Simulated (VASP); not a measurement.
# Al4Cu in VASP: a series of runs, part 2 of 2

VASP 6.6.1. The steps go on from the part before.

## 4. Relaxation of cell and atoms, PBE

Contents of INCAR:

```
SYSTEM = Al4Cu
  PREC = Accurate
  ENCUT = 600
  EDIFF = 1E-6
  ISMEAR = 0
  SIGMA = 0.1
  LREAL = .False.
  LASPH = .True.
  NELM = 80
  ALGO = Normal
  ISIF = 3
  LWAVE = .False.
  LCHARG = .False.
  GGA = PE
  IBRION = 2
  NSW = 100
  EDIFFG = -0.01
```

Contents of KPOINTS:

```
regular mesh
0
Gamma
  10 10 10
  0 0 0
```

Contents of POSCAR:

```
Al4Cu
1.0
   -2.8452542201      2.8452542201      2.8452542201
    2.8452542201     -2.8452542201      2.8452542201
    2.8452542201      2.8452542201     -2.8452542201
Al Cu
4 1
Direct
    0.5000000000      0.5000000000      0.5000000000
    0.5000000000      0.0000000000      0.0000000000
    0.0000000000      0.0000000000      0.5000000000
    0.0000000000      0.5000000000      0.0000000000
    0.0000000000      0.0000000000      0.0000000000
```

Potentials or basis: VASP PAW PBE potentials, release 64 (Al, Cu).

Run with:

```sh
$ cat potpaw_PBE.64/Al/POTCAR potpaw_PBE.64/Cu/POTCAR > POTCAR
$ mpirun -np 1 vasp_std > vasp.out
```

OUTCAR:

```text
SYSTEM = Al4Cu
   PREC = Accurate
   ENCUT = 600
   EDIFF = 1E-6
   ISMEAR = 0
   LREAL = .False.
   LASPH = .True.
   NELM = 80
   ISIF = 3
   GGA = PE
   IBRION = 2
   NSW = 100
   EDIFFG = -0.01

 ion  position               nearest neighbor table
   1  0.500  0.500  0.500-   5 2.46   5 2.46   4 2.85   2 2.85   2 2.85   4 2.85   3 2.85   3 2.85

   2  0.500  0.000  0.000-   5 2.46   5 2.46   4 2.85   1 2.85   1 2.85   3 2.85   3 2.85   4 2.85

   3  0.000  0.000  0.500-   5 2.46   5 2.46   4 2.85   1 2.85   2 2.85   4 2.85   2 2.85   1 2.85

   4  0.000  0.500  0.000-   5 2.46   5 2.46   3 2.85   1 2.85   2 2.85   3 2.85   1 2.85   2 2.85

   5  0.000  0.000  0.000-   1 2.46   2 2.46   3 2.46   4 2.46   3 2.46   4 2.46   2 2.46   1 2.46

  LATTYP: Found a body centered cubic cell.
 ALAT       =     5.6905084402

  Lattice vectors:

 A1 = (  -2.8452542201,   2.8452542201,   2.8452542201)
 A2 = (   2.8452542201,  -2.8452542201,   2.8452542201)
 A3 = (   2.8452542201,   2.8452542201,  -2.8452542201)

Analysis of symmetry for initial positions (statically):
=====================================================================
 Subroutine PRICEL returns:
 Original cell was already a primitive cell.

 Routine SETGRP: Setting up the symmetry group for a
 body centered cubic supercell.

 Subroutine GETGRP returns: Found 48 space group operations
 (whereof 48 operations were pure point group operations)
 out of a pool of 48 trial point group operations.

The static configuration has the point symmetry O_h .

Analysis of symmetry for dynamics (positions and initial velocities):
=====================================================================
 Subroutine PRICEL returns:
 Original cell was already a primitive cell.

 Routine SETGRP: Setting up the symmetry group for a
 body centered cubic supercell.

 Subroutine GETGRP returns: Found 48 space group operations
 (whereof 48 operations were pure point group operations)
[... 144 lines left out ...]
 maximum number of plane-waves:      3132
   NGX = 19   NGY = 19   NGZ = 19

--------------------------------------- Ionic step        1  -------------------------------------------

 number of electron      22.9999986 magnetization

 Free energy of the ion-electron system (eV)
  ---------------------------------------------------
  ext. energy  EPLUGINS =         0.00000000
  ---------------------------------------------------
  free energy    TOTEN  =       -17.99884939 eV

  energy without entropy =      -17.99021525  energy(sigma->0) =      -17.99453232

------------------------ aborting loop because EDIFF is reached ----------------------------------------

  FORCE on cell =-STRESS in cart. coord.  units (eV):
  Direction    XX          YY          ZZ          XY          YZ          ZX
  --------------------------------------------------------------------------------------
  -------------------------------------------------------------------------------------
  Total       -0.1465408     -0.1465408     -0.1465408      0.0000000      0.0000000     -0.0000000
  in kB       -2.5482736     -2.5482736     -2.5482736      0.0000000      0.0000000     -0.0000000
  external PRESSURE =      -2.5482736 kB  Pullay stress =       0.0000000 kB
[... 65 lines left out ...]
--------------------------------------- Ionic step        3  -------------------------------------------

 number of electron      22.9999986 magnetization

 Free energy of the ion-electron system (eV)
  ---------------------------------------------------
  ext. energy  EPLUGINS =         0.00000000
  ---------------------------------------------------
  free energy    TOTEN  =       -17.99911266 eV

  energy without entropy =      -17.99046034  energy(sigma->0) =      -17.99478650

 E-fermi :   6.0677     XC(G=0):  -9.8113

 val. band max:        6.0313255434   @ k =   0.3000   0.3000   0.1000
 cond. band min:       6.0712183824   @ k =  -0.1000   0.1000   0.1000
 fundamental gap:      0.0398928390
 Fermi energy:         6.0676809786

 k-point     1 :       0.0000    0.0000    0.0000
  band No.  band energies     occupation
      1      -3.7683      2.00000
      2       1.1923      2.00000
      3       1.1923      2.00000
      4       1.1923      2.00000
      5       1.8162      2.00000
      6       1.8162      2.00000
      7       3.9951      2.00000
      8       3.9951      2.00000
      9       3.9951      2.00000
     10       5.4350      2.00000
     11       5.4350      2.00000
     12       5.4350      2.00000
     13       5.9415      1.92577
     14       5.9415      1.92576
[... 401 lines left out ...]
      2       0.4569      2.00000
      3       0.9668      2.00000
      4       1.3651      2.00000
      5       1.5832      2.00000
      6       1.6779      2.00000
      7       1.8129      2.00000
      8       2.4760      2.00000
      9       3.2208      2.00000
     10       4.7235      2.00000
     11       4.7522      2.00000
     12       5.2062      2.00000
     13       7.8473      0.00000
     14       7.9666      0.00000
     15       8.4552      0.00000

 [... further k-points ...]
[... 5 lines left out ...]
  --------------------------------------------------------------------------------------
  -------------------------------------------------------------------------------------
  Total       -0.0101827     -0.0101827     -0.0101827      0.0000000     -0.0000000     -0.0000000
  in kB       -0.1776736     -0.1776736     -0.1776736      0.0000000     -0.0000000     -0.0000000
  external PRESSURE =      -0.1776736 kB  Pullay stress =       0.0000000 kB
[... 20 lines left out ...]
  FREE ENERGIE OF THE ION-ELECTRON SYSTEM (eV)
  ---------------------------------------------------
  free  energy   TOTEN  =       -17.9991126599 eV

  energy  without entropy=      -17.9904603415  energy(sigma->0) =      -17.99478650

 reached required accuracy - stopping structural energy minimisation
```

OSZICAR:

```text
N       E                     dE             d eps       ncg     rms          rms(c)
DAV:   1     0.943302504150E+02    0.94330E+02   -0.98452E+03  1410   0.157E+03
DAV:   2    -0.142646177991E+02   -0.10859E+03   -0.10573E+03  1431   0.262E+02
DAV:   3    -0.201762410623E+02   -0.59116E+01   -0.57464E+01  2019   0.625E+01
DAV:   4    -0.202723017731E+02   -0.96061E-01   -0.95971E-01  1693   0.777E+00
[... 24 lines left out ...]
DAV:   2    -0.179994010508E+02   -0.43606E-04   -0.49491E-03  1837   0.256E+00    0.111E-01
DAV:   3    -0.179991180657E+02    0.28299E-03   -0.16172E-03  1821   0.148E+00    0.197E-02
DAV:   4    -0.179991139156E+02    0.41501E-05   -0.42752E-05  1613   0.520E-02    0.769E-03
DAV:   5    -0.179991127490E+02    0.11666E-05   -0.59584E-06  1661   0.804E-02    0.166E-03
DAV:   6    -0.179991126599E+02    0.89100E-07   -0.40447E-07   796   0.980E-03
   3 F= -.17999113E+02 E0= -.17994787E+02  d E =-.263269E-03
```

CONTCAR:

```text
Al4Cu
   1.00000000000000
    -2.8420442467223244    2.8420442467223244    2.8420442467223244
     2.8420442467223244   -2.8420442467223244    2.8420442467223244
     2.8420442467223244    2.8420442467223244   -2.8420442467223244
  Al              Cu
     4     1
Direct
     0.5000000000000000    0.5000000000000000    0.5000000000000000
     0.5000000000000000    0.0000000000000000    0.0000000000000000
     0.0000000000000000    0.0000000000000000    0.5000000000000000
     0.0000000000000000    0.5000000000000000    0.0000000000000000
     0.0000000000000000    0.0000000000000000    0.0000000000000000

  0.00000000E+00  0.00000000E+00  0.00000000E+00
  0.00000000E+00  0.00000000E+00  0.00000000E+00
  0.00000000E+00  0.00000000E+00  0.00000000E+00
  0.00000000E+00  0.00000000E+00  0.00000000E+00
  0.00000000E+00  0.00000000E+00  0.00000000E+00
```

It took 2.8 min on 1 thread of Intel Xeon Platinum 8259CL at 2.50GHz (Skylake/Cascade Lake), shared host; peak memory 0.29 GiB.

Results:

- Free energy: -17.9991 eV
- Relaxed volume: 18.36 Å³/atom
- Relaxed cell: a = 4.923 Å, b = 4.923 Å, c = 4.923 Å, α = 109.47°, β = 109.47°, γ = 109.47°
- Space group after relaxing (to 0.1 Å): Im-3m (No. 229)
- Energy gained by relaxing: 0.1 meV/atom
- Ionic steps: 3
- Pressure after relaxing: 0.0 GPa

The path:
| step | energy change (eV) | largest force (eV/Å) | pressure (GPa) | volume (Å³) |
| --- | --- | --- | --- | --- |
| 1 | 0.0000 | 0.0000 | -0.25 | 92.13 |
| 2 | -0.0003 | 0.0000 | 0.09 | 91.74 |
| 3 | -0.0003 | 0.0000 | -0.02 | 91.82 |

Final structure:
```yaml
crystal:
  lattice:
    - [-2.84204, 2.84204, 2.84204]
    - [2.84204, -2.84204, 2.84204]
    - [2.84204, 2.84204, -2.84204]
  atoms:
    - { symbol: Al, position: [0.50000, 0.50000, 0.50000] }
    - { symbol: Al, position: [0.50000, 0.00000, 0.00000] }
    - { symbol: Al, position: [0.00000, 0.00000, 0.50000] }
    - { symbol: Al, position: [0.00000, 0.50000, 0.00000] }
    - { symbol: Cu, position: [0.00000, 0.00000, 0.00000] }
```

Levels at points of the mesh, in eV from the Fermi level:
```tsv
k point	band 8	band 9	band 10	band 11	band 12	band 13	band 14	band 15
(0.00, 0.00, 0.00)	-2.07	-2.07	-0.63	-0.63	-0.63	-0.13	-0.13	-0.13
(0.50, 0.00, 0.00)	-3.89	-2.51	-1.94	-1.93	0.55	1.73	2.33	2.56
(0.50, 0.50, 0.50)	-4.54	-4.54	-2.73	-2.73	2.70	2.70	2.70	4.24
```

Caveat: the highest band is partly filled, so the run has too few bands.

## 5. Overview

```tsv
task	cell	k mesh	cutoff (eV)	gap on the mesh (eV)	pressure (GPa)
single point	a = 4.928 Å, angles 109.5°, 5 atoms	4 × 4 × 4	520	none	0.3
single point	a = 4.921 Å, angles 109.5°, 5 atoms	10 × 10 × 10	520	none	0.1
relaxation of cell and atoms	relaxed from a = 4.928 Å, angles 109.5°, 5 atoms	10 × 10 × 10	600	-	0.0
```

Alike in all rows: level PBE; potentials or basis VASP PAW PBE potentials, release 64 (Al, Cu); no spin polarisation; smearing gaussian 0.1 eV.

Caveats: some runs use coarse meshes; the highest band is partly filled, so the run has too few bands (at least some runs).

Total energies depend on the potentials used, so only differences within one code and one set of settings carry meaning.
